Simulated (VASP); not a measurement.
# SnSe (Fm-3m) in VASP: notebook, part 2 of 2

VASP 6.6.1. Earlier steps stand in the parts before.

## (3) Single point, PBEsol

This run uses another cell than the first one, of 26.27 Å³/atom, 0.963 times its volume.

INCAR

```
PREC = Accurate
ENCUT = 520
EDIFF = 1E-7
ISMEAR = 0
SIGMA = 0.01
LREAL = F
LASPH = T
NELM = 60
ALGO = Normal
ISIF = 2
LWAVE = F
LCHARG = T
GGA = PS
LELF = T
LVHAR = T
NBANDS = 17
```

KPOINTS

```
regular mesh
0
Gamma
  8 8 8
```

POSCAR

```
SnSe
1.0
    0.0000000000      2.9727546667      2.9727546667
    2.9727546667      0.0000000000      2.9727546667
    2.9727546667      2.9727546667      0.0000000000
Sn Se
1 1
Direct
    0.0000000000      0.0000000000      0.0000000000
    0.5000000000      0.5000000000      0.5000000000
```

Potentials or basis: VASP PAW PBE potentials, release 64 (Sn_d, Se).

On the command line:

```sh
$ cat potpaw_PBE.64/Sn_d/POTCAR potpaw_PBE.64/Se/POTCAR > POTCAR
$ mpirun -np 1 vasp_std > vasp.out
```

Run time: 19 s. Hardware: 1 thread of Intel Xeon Platinum 8488C (Sapphire Rapids), shared host; peak memory 0.18 GiB.

It converged, with:

```
Free energy            : -8.9856 eV
Pressure               : 0.0 GPa
Band gap on the k mesh : 0.75 eV, indirect (least direct gap 0.82 eV)
```

Levels at points of the mesh, in eV from the valence-band top:
| k point | band 8 | band 9 | band 10 | band 11 | band 12 | band 13 |
| --- | --- | --- | --- | --- | --- | --- |
| (0.00, 0.00, 0.00) | -2.18 | -2.18 | -2.18 | 4.54 | 4.54 | 4.54 |
| (0.50, 0.00, 0.00) | -1.92 | -1.92 | 0.00 | 0.82 | 1.30 | 1.30 |
| (0.50, 0.50, 0.00) | -5.65 | -3.71 | -3.71 | 2.91 | 5.65 | 5.65 |

Caveat: the PAW data sets were made with another functional, which shifts forces and pressure a little; spin-orbit coupling is left out, which moves the levels of the heavy elements. A k mesh can miss the band edges.

## (4) Relaxation of cell and atoms, PBEsol

This run uses another cell than the first one, of 26.27 Å³/atom, 0.963 times its volume.

INCAR

```
  PREC = Accurate
  ENCUT = 600
  EDIFF = 1E-6
  ISMEAR = 0
  SIGMA = 0.01
  LREAL = F
  LASPH = T
  NELM = 100
  ALGO = Normal
  ISIF = 3
  LWAVE = F
  LCHARG = F
  GGA = PS
  IBRION = 2
  NSW = 80
  EDIFFG = -0.001
```

KPOINTS

```
Automatic mesh
0
Gamma
  8 8 8
```

POSCAR is that of step 3.

Potentials or basis: VASP PAW PBE potentials, release 64 (Sn_d, Se).

On the command line:

```sh
$ cat potpaw_PBE.64/Sn_d/POTCAR potpaw_PBE.64/Se/POTCAR > POTCAR
$ mpirun -np 1 vasp_std > vasp.out
```

OUTCAR:

```text
PREC = Accurate
   ENCUT = 600
   EDIFF = 1E-6
   ISMEAR = 0
   LREAL = F
   LASPH = T
   NELM = 100
   ISIF = 3
   GGA = PS
   IBRION = 2
   NSW = 80
   EDIFFG = -0.001

 ion  position               nearest neighbor table
   1  0.000  0.000  0.000-   2 2.97   2 2.97   2 2.97   2 2.97   2 2.97   2 2.97
   2  0.500  0.500  0.500-   1 2.97   1 2.97   1 2.97   1 2.97   1 2.97   1 2.97

  LATTYP: Found a face centered cubic cell.
 ALAT       =     5.9455093334

  Lattice vectors:

 A1 = (   0.0000000000,   2.9727546667,   2.9727546667)
 A2 = (   2.9727546667,   0.0000000000,   2.9727546667)
 A3 = (   2.9727546667,   2.9727546667,   0.0000000000)

Analysis of symmetry for initial positions (statically):
=====================================================================
 Subroutine PRICEL returns:
 Original cell was already a primitive cell.

 Routine SETGRP: Setting up the symmetry group for a
 face centered cubic supercell.

 Subroutine GETGRP returns: Found 48 space group operations
[... 9 lines left out ...]

 Routine SETGRP: Setting up the symmetry group for a
 face centered cubic supercell.

 Subroutine GETGRP returns: Found 48 space group operations
[... 11 lines left out ...]
                                     Primitive cell

  volume of cell :      52.5421

  direct lattice vectors                    reciprocal lattice vectors
     0.000000000  2.972754667  2.972754667    -0.168194169  0.168194169  0.168194169
     2.972754667  0.000000000  2.972754667     0.168194169 -0.168194169  0.168194169
     2.972754667  2.972754667  0.000000000     0.168194169  0.168194169 -0.168194169

  length of vectors
     4.204109967  4.204109967  4.204109967     0.291320846  0.291320846  0.291320846

  position of ions in fractional coordinates (direct lattice)
     0.000000000  0.000000000  0.000000000
     0.500000000  0.500000000  0.500000000

  ion indices of the primitive-cell ions
   primitive index   ion index
                 1           1
                 2           2

[... 106 lines left out ...]
  volume of cell :       52.54
 maximum number of plane-waves:      1807
 NGX is ok and might be reduce to    36
   NGX = 17   NGY = 17   NGZ = 17

--------------------------------------- Ionic step        1  -------------------------------------------

 number of electron      19.9999998 magnetization

 Free energy of the ion-electron system (eV)
  ---------------------------------------------------
  ext. energy  EPLUGINS =         0.00000000
  ---------------------------------------------------
  free energy    TOTEN  =        -8.98596564 eV

  energy without entropy =       -8.98596564  energy(sigma->0) =       -8.98596564

------------------------ aborting loop because EDIFF is reached ----------------------------------------

  FORCE on cell =-STRESS in cart. coord.  units (eV):
  Direction    XX          YY          ZZ          XY          YZ          ZX
  --------------------------------------------------------------------------------------
  -------------------------------------------------------------------------------------
  Total        0.0133241      0.0133241      0.0133241      0.0000000     -0.0000000      0.0000000
  in kB        0.4062951      0.4062951      0.4062951      0.0000000     -0.0000000      0.0000000
  external PRESSURE =       0.4062951 kB  Pullay stress =       0.0000000 kB
[... 167 lines left out ...]
--------------------------------------- Ionic step        6  -------------------------------------------

 number of electron      19.9999998 magnetization

 Free energy of the ion-electron system (eV)
  ---------------------------------------------------
  ext. energy  EPLUGINS =         0.00000000
  ---------------------------------------------------
  free energy    TOTEN  =        -8.98597341 eV

  energy without entropy =       -8.98597341  energy(sigma->0) =       -8.98597341

 E-fermi :   5.8731     XC(G=0):  -9.9420

 val. band max:        5.7412042723   @ k =   0.5000   0.0000   0.0000
 cond. band min:       6.4889297004   @ k =  -0.3750   0.1250   0.0000
 fundamental gap:      0.7477254280
 Fermi energy:         5.8731200133

 k-point     1 :       0.0000    0.0000    0.0000
  band No.  band energies     occupation
      1     -15.6269      2.00000
      2     -15.6269      2.00000
      3     -15.6259      2.00000
      4     -15.6259      2.00000
      5     -15.6259      2.00000
      6      -8.2794      2.00000
      7       0.8649      2.00000
      8       3.5648      2.00000
      9       3.5648      2.00000
     10       3.5648      2.00000
     11      10.2761      0.00000
     12      10.2761      0.00000
     13      10.2761      0.00000
     14      11.6133      0.00000
[... 377 lines left out ...]
      1     -15.6436      2.00000
      2     -15.6309      2.00000
      3     -15.6201      2.00000
      4     -15.6155      2.00000
      5     -15.6093      2.00000
      6      -7.0914      2.00000
      7      -1.9739      2.00000
      8       1.9323      2.00000
      9       2.5111      2.00000
     10       5.0732      2.00000
     11       6.8275      0.00000
     12       9.0040      0.00000
     13       9.9647      0.00000
     14      12.9973      0.00000

 [... further k-points ...]
[... 5 lines left out ...]
  --------------------------------------------------------------------------------------
  -------------------------------------------------------------------------------------
  Total       -0.0015116     -0.0015116     -0.0015116     -0.0000000      0.0000000      0.0000000
  in kB       -0.0460574     -0.0460574     -0.0460574     -0.0000000      0.0000000      0.0000000
  external PRESSURE =      -0.0460574 kB  Pullay stress =       0.0000000 kB
[... 17 lines left out ...]
  FREE ENERGIE OF THE ION-ELECTRON SYSTEM (eV)
  ---------------------------------------------------
  free  energy   TOTEN  =        -8.9859734079 eV

  energy  without entropy=       -8.9859734079  energy(sigma->0) =       -8.98597341

 reached required accuracy - stopping structural energy minimisation
```

CONTCAR:

```text
SnSe
   1.00000000000000
     0.0000000000000000    2.9735646825250988    2.9735646825250988
     2.9735646825250988   -0.0000000000000000    2.9735646825250988
     2.9735646825250988    2.9735646825250988    0.0000000000000000
  Sn              Se
     1     1
Direct
     0.0000000000000000    0.0000000000000000    0.0000000000000000
     0.5000000000000000    0.5000000000000000    0.5000000000000000

  0.00000000E+00  0.00000000E+00  0.00000000E+00
  0.00000000E+00  0.00000000E+00  0.00000000E+00
```

Run time: 47 s. Hardware: 1 thread of Intel Xeon Platinum 8488C (Sapphire Rapids), shared host; peak memory 0.22 GiB.

Results:

* Free energy: -8.9860 eV
* Relaxed volume: 26.29 Å³/atom
* Relaxed cell: a = 4.205 Å, b = 4.205 Å, c = 4.205 Å, α = 60.00°, β = 60.00°, γ = 60.00°
* Space group after relaxing (to 0.05 Å): Fm-3m (No. 225)
* Energy gained by relaxing: 0.0 meV/atom
* Ionic steps: 6
* Pressure after relaxing: 0.0 GPa
* Band gap on the k mesh: 0.75 eV, indirect (least direct gap 0.82 eV)

Final structure:
```xyz
2
Lattice="0.0000 2.9736 2.9736 2.9736 0.0000 2.9736 2.9736 2.9736 0.0000" Properties=species:S:1:pos:R:3 pbc="T T T"
Sn    0.0000    0.0000    0.0000
Se    2.9736    2.9736    2.9736
```

Caveat: the PAW data sets were made with another functional, which shifts forces and pressure a little; spin-orbit coupling is left out, which moves the levels of the heavy elements. A k mesh can miss the band edges.

## (5) Overview

| task | cell | cutoff (eV) | smearing | gap on the mesh (eV) | pressure (GPa) | relaxed volume (Å³/atom) |
| --- | --- | --- | --- | --- | --- | --- |
| relaxation of cell and atoms | relaxed from a = 4.257 Å, angles 60.0°, 2 atoms | 600 | gaussian 0.02 eV | 0.75 | 0.0 | 26.30 |
| single point | a = 4.204 Å, angles 60.0°, 2 atoms | 520 | gaussian 0.01 eV | 0.75 | 0.0 | - |
| relaxation of cell and atoms | relaxed from a = 4.204 Å, angles 60.0°, 2 atoms | 600 | gaussian 0.01 eV | 0.75 | 0.0 | 26.29 |

Alike in all rows: level PBEsol; potentials or basis VASP PAW PBE potentials, release 64 (Sn_d, Se); no spin polarisation; k mesh 8 × 8 × 8.

Caveats: the PAW data sets were made with another functional, which shifts forces and pressure a little; spin-orbit coupling is left out, which moves the levels of the heavy elements.

Absolute energies hang on the potentials; compare differences alone.
